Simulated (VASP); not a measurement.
Set up this calculation in VASP 6.6.1, as the native input.

| Item | Value |
| --- | --- |
| Task | single point |
| Functional | PBEsol |
| Potentials or basis | VASP PAW PBE potentials, release 64 (Mg, O) |
| Cutoff | 520 eV |
| k mesh | 15 × 15 × 15 |
| Occupations | fermi-dirac, width 0.05 eV |
| Spin | no spin polarisation |
| Dipole correction | no |
| Further INCAR settings | ALGO = Normal; EDIFF = 1e-06; NBANDS = 11 |

The structure of MgO (rocksalt type) lies in POSCAR:

```
MgO
1.0
    0.0000000000      1.9560844216      1.9560844216
    1.9560844216      0.0000000000      1.9560844216
    1.9560844216      1.9560844216      0.0000000000
Mg O
1 1
Direct
    0.0000000000      0.0000000000      0.0000000000
    0.5000000000      0.5000000000      0.5000000000
```

This cell differs from its parent crystal: volume scaled by 0.8.

One way to write it, as run:

INCAR

```
SYSTEM = MgO
ALGO = Normal ; EDIFF = 1E-6
ENCUT = 520 ; GGA = PS
ISIF = 2 ; ISMEAR = -1
LASPH = .True. ; LCHARG = .True.
LELF = .True. ; LREAL = .False.
LVHAR = .True. ; LWAVE = .False.
NBANDS = 11 ; NELM = 80
PREC = Accurate ; SIGMA = 0.05
```

KPOINTS

```
k-points
0
Gamma
  15 15 15
  0 0 0
```

Potentials or basis: VASP PAW PBE potentials, release 64 (Mg, O).

The run is started by

```bash
$ cat potpaw_PBE.64/Mg/POTCAR potpaw_PBE.64/O/POTCAR > POTCAR
$ mpirun -np 1 vasp_std > vasp.out
```

Results of the run:

The pressure is 56.0 GPa and the band gap on the k mesh is 7.10 eV, direct.

Caveat: the PAW data sets were made with another functional, which shifts forces and pressure a little.

Run time: 29 s on 1 thread of Intel Xeon 8259CL, with other jobs on the host, peak memory 0.15 GiB.
